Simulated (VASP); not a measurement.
# KYSe2 (P4/mmm) in VASP: further runs, part 3 of 3

VASP 6.6.1. The steps go on from the part before.

## Step 4: Relaxation of cell and atoms, PBEsol

This run uses another cell than the first one, of 27.71 Å³/atom.

INCAR reads:

```
SYSTEM = KYSe2
PREC     = Accurate       ! precision mode
ENCUT    = 600            ! plane-wave cutoff, eV
EDIFF    = 1E-6           ! SCF threshold, eV
ISMEAR   = -1             ! smearing method
SIGMA    = 0.02           ! smearing width, eV
LREAL    = .FALSE.        ! projectors in reciprocal space
LASPH    = .TRUE.         ! aspherical terms in the spheres
NELM     = 80             ! most SCF steps
ALGO     = Normal         ! electronic algorithm
ISIF     = 3              ! what is computed and relaxed
LWAVE    = .FALSE.        ! write WAVECAR
LCHARG   = .FALSE.        ! write CHGCAR
GGA      = PS             ! functional
IBRION   = 2              ! ionic algorithm
NSW      = 80             ! ionic steps
EDIFFG   = -0.005         ! ionic threshold
```

KPOINTS reads:

```
regular mesh
0
G
  6 6 4
  0 0 0
```

POSCAR reads:

```
KYSe2
1.0
    4.3388446460      0.0000000000      0.0000000000
    0.0000000000      4.3388446460      0.0000000000
    0.0000000000      0.0000000000      5.8879117243
K Se Y
1 2 1
Direct
    0.0000000000      0.0000000000      0.0000000000
    0.0000000000      0.0000000000      0.5000000000
    0.5000000000      0.5000000000      0.0000000000
    0.5000000000      0.5000000000      0.5000000000
```

Potentials or basis: VASP PAW PBE potentials, release 64 (K_sv, Se, Y_sv).

Command:

```console
> cat potpaw_PBE.64/K_sv/POTCAR potpaw_PBE.64/Se/POTCAR potpaw_PBE.64/Y_sv/POTCAR > POTCAR
> mpirun -np 1 vasp_std > vasp.out
```

OUTCAR:

```text
SYSTEM = KYSe2
   PREC = Accurate
   ENCUT = 600
   EDIFF = 1E-6
   ISMEAR = -1
   LREAL = .FALSE.
   LASPH = .TRUE.
   NELM = 80
   ISIF = 3
   GGA = PS
   IBRION = 2
   NSW = 80
   EDIFFG = -0.005

 ion  position               nearest neighbor table
   1  0.000  0.000  0.000-   2 2.94   2 2.94   3 3.07   3 3.07   3 3.07   3 3.07
   2  0.000  0.000  0.500-   1 2.94   1 2.94   4 3.07   4 3.07   4 3.07   4 3.07
   3  0.500  0.500  0.000-   4 2.94   4 2.94   1 3.07   1 3.07   1 3.07   1 3.07
   4  0.500  0.500  0.500-   3 2.94   3 2.94   2 3.07   2 3.07   2 3.07   2 3.07

  LATTYP: Found a simple tetragonal cell.
 ALAT       =     4.3388446460
 C/A-ratio  =     1.3570229415

  Lattice vectors:

 A1 = (   4.3388446460,   0.0000000000,   0.0000000000)
 A2 = (   0.0000000000,   4.3388446460,   0.0000000000)
 A3 = (   0.0000000000,   0.0000000000,   5.8879117243)

Analysis of symmetry for initial positions (statically):
[... 298 lines left out ...]
  free energy    TOTEN  =       -21.50081364 eV

  energy without entropy =      -21.50030273  energy(sigma->0) =      -21.50055818

 E-fermi :   2.3584     XC(G=0):  -9.4091

 val. band max:        2.3269101431   @ k =   0.0000   0.0000   0.0000
 cond. band min:       2.3788043260   @ k =   0.0000   0.0000   0.0000
 fundamental gap:      0.0518941829
 Fermi energy:         2.3583827293

 k-point     1 :       0.0000    0.0000    0.0000
  band No.  band energies     occupation
      1     -40.8989      2.00000
      2     -25.8625      2.00000
      3     -20.8861      2.00000
      4     -20.8861      2.00000
      5     -20.7619      2.00000
      6     -10.3117      2.00000
[... 541 lines left out ...]
     19       5.8306      0.00000
     20       5.9763      0.00000

 [... further k-points ...]

------------------------ aborting loop because EDIFF is reached ----------------------------------------

  FORCE on cell =-STRESS in cart. coord.  units (eV):
  Direction    XX          YY          ZZ          XY          YZ          ZX
  --------------------------------------------------------------------------------------
  -------------------------------------------------------------------------------------
  Total        0.0049039      0.0049039      0.0021764      0.0000000      0.0000000      0.0000000
  in kB        0.0742043      0.0742043      0.0329327      0.0000000      0.0000000      0.0000000
  external PRESSURE =       0.0604471 kB  Pullay stress =       0.0000000 kB
[... 19 lines left out ...]
  FREE ENERGIE OF THE ION-ELECTRON SYSTEM (eV)
  ---------------------------------------------------
  free  energy   TOTEN  =       -21.5008136389 eV

  energy  without entropy=      -21.5003027291  energy(sigma->0) =      -21.50055818

 reached required accuracy - stopping structural energy minimisation
```

CONTCAR:

```text
KYSe2
   1.00000000000000
     4.2663274037308216    0.0000000000000000   -0.0000000000000000
     0.0000000000000000    4.2663274037308216    0.0000000000000000
     0.0000000000000000    0.0000000000000000    5.8171670071294113
  K               Se              Y
     1     2     1
Direct
     0.0000000000000000    0.0000000000000000    1.0000000000000000
     0.0000000000000000    0.0000000000000000    0.5000000000000000
     0.5000000000000000    0.5000000000000000    1.0000000000000000
     0.5000000000000000    0.5000000000000000    0.5000000000000000

  0.00000000E+00  0.00000000E+00  0.00000000E+00
  0.00000000E+00  0.00000000E+00  0.00000000E+00
  0.00000000E+00  0.00000000E+00  0.00000000E+00
  0.00000000E+00  0.00000000E+00  0.00000000E+00
```

Run time: 2.6 min. Hardware: 1 thread of Oxide Virtual Turin-like, shared host; peak memory 0.28 GiB.

Results:

```
Free energy                           : -21.5008 eV
Relaxed volume                        : 26.47 Å³/atom
Relaxed cell                          : a = 4.266 Å, b = 4.266 Å, c = 5.817 Å, α = 90.00°, β = 90.00°, γ = 90.00°
Space group after relaxing (to 0.1 Å) : P4/mmm (No. 123)
Energy gained by relaxing             : 8.7 meV/atom
Ionic steps                           : 4
Pressure after relaxing               : 0.0 GPa
Band gap on the k mesh                : 0.05 eV
```

The path:
```csv
step,energy change (eV),largest force (eV/Å),pressure (GPa),volume (Å³)
1,0.0000,0.0000,-2.16,110.84
2,-0.0315,0.0000,0.58,104.95
3,-0.0336,0.0000,-0.01,106.07
4,-0.0346,0.0000,0.01,105.88
```

Final structure:
```
K Se Y
1.0
     4.26633    0.00000    0.00000
     0.00000    4.26633    0.00000
     0.00000    0.00000    5.81717
K Se Y
1 2 1
Cartesian
  0.0000 0.0000 5.8172
  0.0000 0.0000 2.9086
  2.1332 2.1332 5.8172
  2.1332 2.1332 2.9086
```

Levels at points of the mesh, in eV from the valence-band top:
```csv
k point,band 14,band 15,band 16,band 17,band 18,band 19
"(0.00, 0.00, 0.00)",-0.41,0.00,0.00,0.05,1.92,1.95
"(0.50, 0.00, 0.00)",-1.78,-1.65,-0.67,2.43,2.76,2.86
"(0.50, 0.50, 0.00)",-1.05,-0.69,-0.69,0.76,0.76,2.83
"(0.00, 0.00, 0.50)",-1.86,-0.51,-0.51,0.14,1.95,2.12
"(0.50, 0.00, 0.50)",-2.49,-1.03,-0.95,2.90,3.45,3.50
"(0.50, 0.50, 0.50)",-1.91,-1.50,-1.50,2.67,2.67,2.91
```

Caveat: semilocal functionals underestimate gaps, and a narrow one can read as zero; the PAW data sets were made with another functional, which shifts forces and pressure a little. A k mesh can miss the band edges.

## Step 5: Relaxation of cell and atoms, LDA

This run uses another cell than the first one, of 27.71 Å³/atom.

INCAR reads:

```
SYSTEM = KYSe2
  ALGO = Normal
  EDIFF = 1E-6
  EDIFFG = -0.005
  ENCUT = 600
  GGA = CA
  IBRION = 2
  ISIF = 3
  ISMEAR = -1
  LASPH = .True.
  LCHARG = .False.
  LREAL = .False.
  LWAVE = .False.
  NELM = 80
  NSW = 80
  PREC = Accurate
  SIGMA = 0.02
```

KPOINTS reads:

```
k-points
0
Gamma
  6 6 4
  0 0 0
```

POSCAR is that of step 4.

Potentials or basis: VASP PAW LDA potentials, release 64 (K_sv, Se, Y_sv).

Command:

```console
> cat potpaw_LDA.64/K_sv/POTCAR potpaw_LDA.64/Se/POTCAR potpaw_LDA.64/Y_sv/POTCAR > POTCAR
> mpirun -np 1 vasp_std > vasp.out
```

Wall time 2.5 min (1 thread of Oxide Virtual Turin-like, shared host); peak memory 0.24 GiB.

Results (log left out):

- Free energy: -22.5178 eV
- Relaxed volume: 25.53 Å³/atom
- Relaxed cell: a = 4.208 Å, b = 4.208 Å, c = 5.767 Å, α = 90.00°, β = 90.00°, γ = 90.00°
- Space group after relaxing (to 0.1 Å): P4/mmm (No. 123)
- Energy gained by relaxing: 28.1 meV/atom
- Ionic steps: 4
- Pressure after relaxing: 0.0 GPa
- Band gap on the k mesh: zero (bands 16 and 17 overlap by 0.01 eV)

Step by step:
| step | energy change (eV) | largest force (eV/Å) | pressure (GPa) | volume (Å³) |
| --- | --- | --- | --- | --- |
| 1 | 0.0000 | 0.0000 | -3.89 | 110.84 |
| 2 | -0.0999 | 0.0000 | 1.26 | 100.40 |
| 3 | -0.1083 | 0.0000 | -0.02 | 102.51 |
| 4 | -0.1123 | 0.0000 | 0.02 | 102.13 |

Final structure:
```
CELL_PARAMETERS angstrom
4.20839 0.00000 0.00000
0.00000 4.20839 0.00000
0.00000 0.00000 5.76660
ATOMIC_POSITIONS crystal
K 0.00000 0.00000 0.00000
Se 0.00000 0.00000 0.50000
Se 0.50000 0.50000 0.00000
Y 0.50000 0.50000 0.50000
```

Levels at points of the mesh, in eV from the Fermi level:
```csv
k point,band 13,band 14,band 15,band 16,band 17,band 18,band 19,band 20
"(0.00, 0.00, 0.00)",-1.82,-0.39,-0.03,0.02,0.02,1.97,2.06,2.09
"(0.50, 0.00, 0.00)",-2.01,-1.82,-1.68,-0.72,2.47,2.85,2.94,3.35
"(0.50, 0.50, 0.00)",-1.22,-1.03,-0.69,-0.69,0.68,0.68,2.93,3.35
"(0.00, 0.00, 0.50)",-1.84,-1.84,-0.51,-0.51,0.07,2.00,2.28,3.43
"(0.50, 0.00, 0.50)",-2.98,-2.56,-1.10,-1.01,2.98,3.52,3.60,3.77
"(0.50, 0.50, 0.50)",-2.71,-1.96,-1.53,-1.53,2.69,2.69,3.02,3.40
```

Caveat: semilocal functionals underestimate gaps, and a narrow one can read as zero.

## Step 6: Summary

| task | level | potentials or basis | cell | cutoff (eV) | smearing | gap on the mesh (eV) | pressure (GPa) | relaxed volume (Å³/atom) |
| --- | --- | --- | --- | --- | --- | --- | --- | --- |
| single point | r2SCAN | VASP PAW PBE potentials, release 64 (K_sv, Se, Y_sv) | a = 4.320, b = 4.320, c = 5.868 Å, 4 atoms | 520 | fermi-dirac 0.02 eV | 0.50 | 0.1 | - |
| single point | r2SCAN | VASP PAW PBE potentials, release 64 (K_sv, Se, Y_sv) | a = 4.320, b = 4.320, c = 5.868 Å, 4 atoms | 520 | gaussian 0.01 eV | 0.50 | 0.1 | - |
| relaxation of cell and atoms | PBEsol | VASP PAW PBE potentials, release 64 (K_sv, Se, Y_sv) | relaxed from a = 4.339, b = 4.339, c = 5.888 Å, 4 atoms | 600 | fermi-dirac 0.02 eV | 0.05 | 0.0 | 26.47 |
| relaxation of cell and atoms | LDA | VASP PAW LDA potentials, release 64 (K_sv, Se, Y_sv) | relaxed from a = 4.339, b = 4.339, c = 5.888 Å, 4 atoms | 600 | fermi-dirac 0.02 eV | none | 0.0 | 25.53 |

Alike in all rows: no spin polarisation; k mesh 6 × 6 × 4.

Caveats: semilocal functionals underestimate gaps, and a narrow one can read as zero; the PAW data sets were made with another functional, which shifts forces and pressure a little (at least some runs).

Absolute energies hang on the potentials; compare differences alone.

The gap in the log of VASP goes by the Fermi energy; the results here count the filled bands.